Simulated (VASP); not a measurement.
A run of VASP 6.6.1:

Contents of INCAR:

```
ALGO = Normal ; EDIFF = 1E-6
ENCUT = 520 ; GGA = PS
ISIF = 2 ; ISMEAR = 0
LASPH = T ; LCHARG = F
LREAL = F ; LWAVE = F
NBANDS = 60 ; NELM = 100
PREC = Accurate ; SIGMA = 0.05
```

File KPOINTS:

```
k-points
0
Gamma
  6 6 6
```

The input POSCAR:

```
ZnO2
1.0
    4.8679643640      0.0000000000      0.0000000000
    0.0000000000      4.8679643640      0.0000000000
    0.0000000000      0.0000000000      4.8679643640
Zn O
4 8
Direct
    0.0000000000      0.5000000000      0.5000000000
    0.5000000000      0.5000000000      0.0000000000
    0.5000000000      0.0000000000      0.5000000000
    0.0000000000      0.0000000000      0.0000000000
    0.4124604578      0.0875395422      0.9124604578
    0.0875395422      0.9124604578      0.4124604578
    0.9124604578      0.4124604578      0.0875395422
    0.5875395422      0.5875395422      0.5875395422
    0.4124604578      0.4124604578      0.4124604578
    0.0875395422      0.5875395422      0.9124604578
    0.9124604578      0.0875395422      0.5875395422
    0.5875395422      0.9124604578      0.0875395422
```

Potentials or basis: VASP PAW PBE potentials, release 64 (Zn, O).

The run is started by

```sh
$ cat potpaw_PBE.64/Zn/POTCAR potpaw_PBE.64/O/POTCAR > POTCAR
$ mpirun -np 1 vasp_std > vasp.out
```

Hardware: 1 thread of Intel(R) Xeon(R) Platinum 8375C CPU @ 2.90GHz (Ice Lake), on a shared host.

Task: How long does it take, and how much memory?

Result: Wall time 110 s on 1 thread of Intel(R) Xeon(R) Platinum 8375C CPU @ 2.90GHz (Ice Lake) (shared host), peak memory 0.27 GiB. Counts: scf iterations 14, k points 24.
